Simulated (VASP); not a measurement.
# BiSe2 (P4_2/mnm) in VASP: single point with r2SCAN

Aim: the single point of BiSe2 with r2SCAN.

Program: VASP 6.6.1. These are calculated values, not measurements. Logs are shortened: lines on timing, memory, paths and dates and some standing lists are left out, and cuts for length are marked.

## Step 1: The cell of the first run

It takes space group P4_2/mnm (No. 136, tetragonal). The conventional cell has a = 6.533 Å, b = 6.533 Å, c = 4.469 Å, α = 90.00°, β = 90.00°, γ = 90.00°. Bi (site symmetry mmm) has 6 Se at 2.84 to 2.85 Å within 3.7 Å. Se (site symmetry m2m) has 3 Bi at 2.84 to 2.85 Å and 1 Se at 3.55 Å within 3.7 Å.

## Step 2: Single point, r2SCAN

POSCAR reads:

```
BiSe2
1.0
    6.5333502208      0.0000000000      0.0000000000
    0.0000000000      6.5333502208      0.0000000000
    0.0000000000      0.0000000000      4.4686138813
Bi Se
2 4
Direct
    0.0000000000      0.0000000000      0.0000000000
    0.5000000000      0.5000000000      0.5000000000
    0.3077394692      0.3077394692      0.0000000000
    0.1922605308      0.8077394692      0.5000000000
    0.6922605308      0.6922605308      0.0000000000
    0.8077394692      0.1922605308      0.5000000000
```

INCAR.step1 reads:

```
PREC = Accurate
ENCUT = 520
ISMEAR = 0
SIGMA = 0.1
LREAL = False
LASPH = True
NELM = 60
NBANDS = 36
GGA = PE
ALGO = Normal
EDIFF = 1E-4
LWAVE = True
LCHARG = False
```

INCAR.step2 reads:

```
PREC = Accurate
ENCUT = 520
EDIFF = 1E-6
ISMEAR = 0
SIGMA = 0.1
LREAL = False
LASPH = True
NELM = 60
ALGO = Normal
ISIF = 2
LWAVE = False
LCHARG = False
METAGGA = R2SCAN
LMIXTAU = True
NBANDS = 36
ISTART = 1
```

KPOINTS reads:

```
Automatic mesh
0
Gamma
  6 6 10
```

Potentials or basis: VASP PAW PBE potentials, release 64 (Bi_d, Se).

Command:

```sh
> cat potpaw_PBE.64/Bi_d/POTCAR potpaw_PBE.64/Se/POTCAR > POTCAR
> cp INCAR.step1 INCAR
> mpirun -np 1 vasp_std > vasp.out
> cp INCAR.step2 INCAR
> mpirun -np 1 vasp_std > vasp.out
```

OUTCAR:

```text
PREC = Accurate
   ENCUT = 520
   EDIFF = 1E-6
   ISMEAR = 0
   LREAL = False
   LASPH = True
   NELM = 60
   ISIF = 2
   METAGGA = R2SCAN
   ISTART = 1

 ion  position               nearest neighbor table
   1  0.000  0.000  0.000-   3 2.84   5 2.84   4 2.85   6 2.85   4 2.85   6 2.85
   2  0.500  0.500  0.500-   4 2.84   6 2.84   5 2.85   3 2.85   3 2.85   5 2.85
   3  0.308  0.308  0.000-   1 2.84   2 2.85   2 2.85
   4  0.192  0.808  0.500-   2 2.84   1 2.85   1 2.85
   5  0.692  0.692  0.000-   1 2.84   2 2.85   2 2.85
   6  0.808  0.192  0.500-   2 2.84   1 2.85   1 2.85

  LATTYP: Found a simple tetragonal cell.
 ALAT       =     6.5333502208
 C/A-ratio  =     0.6839697445

  Lattice vectors:

 A1 = (   6.5333502208,   0.0000000000,   0.0000000000)
 A2 = (   0.0000000000,   6.5333502208,   0.0000000000)
 A3 = (   0.0000000000,   0.0000000000,   4.4686138813)

Analysis of symmetry for initial positions (statically):
=====================================================================
 Subroutine PRICEL returns:
 Original cell was already a primitive cell.

 Routine SETGRP: Setting up the symmetry group for a
 simple tetragonal supercell.

 Subroutine GETGRP returns: Found 16 space group operations
 (whereof  8 operations were pure point group operations)
 out of a pool of 16 trial point group operations.

The static configuration has the point symmetry D_2h.
 The point group associated with its full space group is D_4h.

Analysis of symmetry for dynamics (positions and initial velocities):
=====================================================================
 Subroutine PRICEL returns:
 Original cell was already a primitive cell.

 Routine SETGRP: Setting up the symmetry group for a
 simple tetragonal supercell.

 Subroutine GETGRP returns: Found 16 space group operations
 (whereof  8 operations were pure point group operations)
 out of a pool of 16 trial point group operations.

The dynamic configuration has the point symmetry D_2h.
 The point group associated with its full space group is D_4h.

 Subroutine INISYM returns: Found 16 space group operations
 (whereof  8 operations are pure point group operations),
 and found     1 'primitive' translations

----------------------------------------------------------------------------------------

                                     Primitive cell

  volume of cell :     190.7413

  direct lattice vectors                    reciprocal lattice vectors
     6.533350221  0.000000000  0.000000000     0.153060829  0.000000000  0.000000000
     0.000000000  6.533350221  0.000000000     0.000000000  0.153060829  0.000000000
     0.000000000  0.000000000  4.468613881     0.000000000  0.000000000  0.223783040

  length of vectors
     6.533350221  6.533350221  4.468613881     0.153060829  0.153060829  0.223783040

  position of ions in fractional coordinates (direct lattice)
     0.000000000  0.000000000  0.000000000
     0.500000000  0.500000000  0.500000000
     0.307739469  0.307739469  0.000000000
     0.192260531  0.807739469  0.500000000
     0.692260531  0.692260531  0.000000000
     0.807739469  0.192260531  0.500000000

  ion indices of the primitive-cell ions
   primitive index   ion index
                 1           1
                 2           2
                 3           3
                 4           4
                 5           5
                 6           6

----------------------------------------------------------------------------------------

 KPOINTS: Automatic mesh

Automatic generation of k-mesh.
 Grid dimensions read from file:
 generate k-points for:    6    6   10

 Generating k-lattice:

  Cartesian coordinates                     Fractional coordinates (reciprocal lattice)
     0.025510138  0.000000000  0.000000000     0.166666667  0.000000000  0.000000000
     0.000000000  0.025510138  0.000000000     0.000000000  0.166666667  0.000000000
     0.000000000  0.000000000  0.022378304     0.000000000  0.000000000  0.100000000

  Length of vectors
     0.025510138  0.025510138  0.022378304

  Shift w.r.t. Gamma in fractional coordinates (k-lattice)
     0.000000000  0.000000000  0.000000000

 Subroutine IBZKPT returns following result:
 ===========================================

 Found     60 irreducible k-points:

 Following reciprocal coordinates:
            Coordinates               Weight
  0.000000  0.000000  0.000000      1.000000
  0.166667  0.000000  0.000000      4.000000
  0.333333  0.000000  0.000000      4.000000
  0.500000  0.000000  0.000000      2.000000
  0.166667  0.166667  0.000000      4.000000
  0.333333  0.166667  0.000000      8.000000
[... 16 lines left out ...]
  0.333333  0.000000  0.200000      8.000000
  0.500000  0.000000  0.200000      4.000000
 [... further k-points ...]
   k-points           NKPTS =     60   k-points in BZ     NKDIM =     60   number of bands    NBANDS=     36
   number of dos      NEDOS =    301   number of ions     NIONS =      6
   total plane-waves  NPLWV =  90000
   dimension x,y,z NGX =    50 NGY =   50 NGZ =   36
   dimension x,y,z NGXF=   100 NGYF=  100 NGZF=   72
   ions per type =               2   4
   NGX,Y,Z   is equivalent  to a cutoff of  12.72, 12.72, 13.39 a.u.
   NGXF,Y,Z  is equivalent  to a cutoff of  25.45, 25.45, 26.79 a.u.
 SYSTEM =  unknown system
   PREC   = accura    normal or accurate (medium, high low for compatibility)
   ISTART =      1    job   : 0-new  1-cont  2-samecut
   ICHARG =      0    charge: 1-file 2-atom 10-const
   ISPIN  =      1    spin polarized calculation?
   LNONCOLLINEAR =      F non collinear calculations
   LSORBIT =      F    spin-orbit coupling
   LASPH  =      T    aspherical Exc in radial PAW
   ENCUT  =  520.0 eV  38.22 Ry    6.18 a.u.  12.15 12.15  8.31*2*pi/ulx,y,z
   NELM   =     60;   NELMIN=  2; NELMDL=  0     # of ELM steps
   EDIFF  = 0.1E-05   stopping-criterion for ELM
   LREAL  =      F    real-space projection
   EDIFFG = 0.1E-04   stopping-criterion for IOM
   NSW    =      0    number of steps for IOM
   IBRION =     -1    ionic relax: 0-MD 1-quasi-New 2-CG
   NFREE  =      0    steps in history (QN), initial steepest desc. (CG)
   ISIF   =      2    stress and relaxation
   ISYM   =      2    0-nonsym 1-usesym 2-fastsym
   POTIM  = 0.5000    time-step for ionic-motion
   TEBEG  =    0.0;   TEEND  =   0.0 temperature during run
   PSTRESS=    0.0 pullay stress
   NELECT =      54.0000    total number of electrons
   NUPDOWN=      -1.0000    fix difference up-down
   EMIN   =  10.00;   EMAX   =-10.00  energy-range for DOS
   EFERMI =   0.00;   METHOD = LEGACY
   ISMEAR =     0;   SIGMA  =   0.10  broadening in eV -4-tet -1-fermi 0-gaus
   EFERMI_NEDOS =   21; number of points for ismear=-14 and -15
   IALGO  =     38    algorithm
   IMIX   =      4    mixing-type and parameters
     AMIX     =   0.40;   BMIX     =  1.00
     AMIX_MAG =   1.60;   BMIX_MAG =  1.00
  volume/ion in A,a.u.               =      31.79       214.53
  Fermi-wavevector in a.u.,A,eV,Ry     =   1.074957  2.031375 15.721981  1.155533
  Thomas-Fermi vector in A             =   2.210800
   LORBIT       =      0    0 simple, 1 ext, 2 COOP (PROOUT), +10 PAW based schemes
   METAGGA = R2SCAN    functional components
   LHFCALC =     F    Hartree Fock is set to
   AEXX    =    0.0000 exact exchange contribution
   IVDW    =     0    specifies the selected vdW correction
   LEPSILON=     F    determine dielectric tensor
   LRPA    =     F    only Hartree local field effects (RPA)
 non-spin polarized calculation
 Gauss-broadening in eV      SIGMA  =   0.10
  energy-cutoff  :      520.00
  volume of cell :      190.74
 maximum number of plane-waves:      5164
 NGX is ok and might be reduce to    50
   NGX = 25   NGY = 25   NGZ = 17

 number of electron      53.9999996 magnetization

 Free energy of the ion-electron system (eV)
  ---------------------------------------------------
  ext. energy  EPLUGINS =         0.00000000
  ---------------------------------------------------
  free energy    TOTEN  =      -174.26068587 eV

  energy without entropy =     -174.23657115  energy(sigma->0) =     -174.24862851

 E-fermi :   2.4697     XC(G=0):  -9.2341

 val. band max:        2.4655627409   @ k =   0.5000   0.3333   0.4000
 cond. band min:       2.4749627056   @ k =   0.0000   0.0000   0.5000
 fundamental gap:      0.0093999647
 Fermi energy:         2.4697216923

 k-point     1 :       0.0000    0.0000    0.0000
  band No.  band energies     occupation
      1     -21.0182      2.00000
      2     -20.9999      2.00000
      3     -20.9968      2.00000
      4     -20.9968      2.00000
      5     -20.9782      2.00000
      6     -20.9770      2.00000
[... 28 lines left out ...]
     35       8.2209      0.00000
     36       9.8848      0.00000

 k-point     2 :       0.1667    0.0000    0.0000
  band No.  band energies     occupation
      1     -21.0170      2.00000
      2     -21.0011      2.00000
      3     -20.9967      2.00000
      4     -20.9967      2.00000
      5     -20.9781      2.00000
      6     -20.9770      2.00000
[... 28 lines left out ...]
     35       8.5312      0.00000
     36       9.9593      0.00000

 k-point     3 :       0.3333    0.0000    0.0000
  band No.  band energies     occupation
      1     -21.0137      2.00000
      2     -21.0045      2.00000
      3     -20.9967      2.00000
      4     -20.9967      2.00000
      5     -20.9779      2.00000
      6     -20.9773      2.00000
[... 28 lines left out ...]
     35       9.2981      0.00000
     36       9.9537      0.00000

 k-point     4 :       0.5000    0.0000    0.0000
  band No.  band energies     occupation
      1     -21.0091      2.00000
      2     -21.0091      2.00000
      3     -20.9967      2.00000
      4     -20.9967      2.00000
      5     -20.9776      2.00000
      6     -20.9776      2.00000
[... 28 lines left out ...]
     35       9.8586      0.00000
     36       9.8586      0.00000

 k-point     5 :       0.1667    0.1667    0.0000
  band No.  band energies     occupation
      1     -21.0160      2.00000
      2     -21.0022      2.00000
      3     -20.9968      2.00000
      4     -20.9967      2.00000
      5     -20.9780      2.00000
      6     -20.9771      2.00000
[... 655 lines left out ...]
 k-point    22 :       0.1667    0.0000    0.2000
  band No.  band energies     occupation
      1     -21.0130      2.00000
      2     -21.0038      2.00000
      3     -21.0020      2.00000
      4     -20.9982      2.00000
      5     -20.9738      2.00000
      6     -20.9731      2.00000
[... 28 lines left out ...]
     35       9.1219      0.00000
     36      10.0509      0.00000

 k-point    23 :       0.3333    0.0000    0.2000
  band No.  band energies     occupation
      1     -21.0116      2.00000
      2     -21.0065      2.00000
      3     -21.0007      2.00000
      4     -20.9983      2.00000
      5     -20.9737      2.00000
      6     -20.9732      2.00000
[... 28 lines left out ...]
     35       9.3786      0.00000
     36      10.0783      0.00000

 k-point    24 :       0.5000    0.0000    0.2000
  band No.  band energies     occupation
      1     -21.0093      2.00000
      2     -21.0093      2.00000
      3     -20.9992      2.00000
      4     -20.9992      2.00000
      5     -20.9734      2.00000
      6     -20.9734      2.00000
[... 28 lines left out ...]
     35       9.9288      0.00000
     36       9.9288      0.00000

 [... further k-points ...]
[... 5 lines left out ...]
  --------------------------------------------------------------------------------------
  -------------------------------------------------------------------------------------
  Total        0.0302018      0.0302018      0.0539616     -0.0000000      0.0000000      0.0000000
  in kB        0.2536876      0.2536876      0.4532630     -0.0000000      0.0000000      0.0000000
  external PRESSURE =       0.3202127 kB  Pullay stress =       0.0000000 kB

 VOLUME and BASIS-vectors are now :
 -----------------------------------------------------------------------------
  energy-cutoff  :      520.00
  volume of cell :      190.74
      direct lattice vectors                 reciprocal lattice vectors
     6.533350221  0.000000000  0.000000000     0.153060829  0.000000000  0.000000000
     0.000000000  6.533350221  0.000000000     0.000000000  0.153060829  0.000000000
     0.000000000  0.000000000  4.468613881     0.000000000  0.000000000  0.223783040

 POSITION                                       TOTAL-FORCE (eV/Angst)
 -----------------------------------------------------------------------------------
      0.00000      0.00000      0.00000         0.000000      0.000000      0.000000
      3.26668      3.26668      2.23431         0.000000      0.000000      0.000000
      2.01057      2.01057      0.00000        -0.002564     -0.002564     -0.000000
      1.25611      5.27724      2.23431         0.002564     -0.002564     -0.000000
      4.52278      4.52278      0.00000         0.002564      0.002564      0.000000
      5.27724      1.25611      2.23431        -0.002564      0.002564      0.000000
 -----------------------------------------------------------------------------------
    total drift:                                0.000000     -0.000000      0.000000

  FREE ENERGIE OF THE ION-ELECTRON SYSTEM (eV)
  ---------------------------------------------------
  free  energy   TOTEN  =      -174.2606858709 eV

  energy  without entropy=     -174.2365711538  energy(sigma->0) =     -174.24862851
```

Run time: 22 min. Hardware: 1 thread of AMD EPYC 7R43 (Zen 3), shared host; peak memory 0.5 GiB.

What came out:

- Free energy: -174.2607 eV
- Pressure: 0.0 GPa
- Largest force: 0.004 eV/Å
- Band gap on the k mesh: zero (band 27 reaches 3.13 eV, above the bottom of band 28 at 1.96 eV)

Forces on the atoms (eV/Å):
```
Bi   0.000  0.000  0.000
Bi   0.000  0.000  0.000
Se  -0.003 -0.003  0.000
Se   0.003 -0.003  0.000
Se   0.003  0.003  0.000
Se  -0.003  0.003  0.000
```

Levels at points of the mesh, in eV from the Fermi level:
| k point | band 25 | band 26 | band 27 | band 28 | band 29 | band 30 |
| --- | --- | --- | --- | --- | --- | --- |
| (0.00, 0.00, 0.00) | -0.37 | -0.17 | -0.17 | 0.42 | 1.39 | 1.39 |
| (0.50, 0.00, 0.00) | -0.61 | -0.61 | -0.10 | -0.10 | 2.21 | 2.21 |
| (0.50, 0.50, 0.00) | -0.85 | -0.85 | -0.51 | -0.51 | 2.50 | 2.50 |
| (0.00, 0.00, 0.50) | -0.92 | -0.92 | 0.01 | 0.01 | 4.68 | 4.68 |
| (0.50, 0.00, 0.50) | -0.38 | -0.38 | 0.66 | 0.66 | 1.79 | 1.79 |
| (0.50, 0.50, 0.50) | -0.35 | -0.35 | -0.28 | -0.28 | 4.36 | 4.36 |

Caveat: the PAW data sets were made with another functional, which shifts forces and pressure a little; spin-orbit coupling is left out, which moves the levels of the heavy elements.
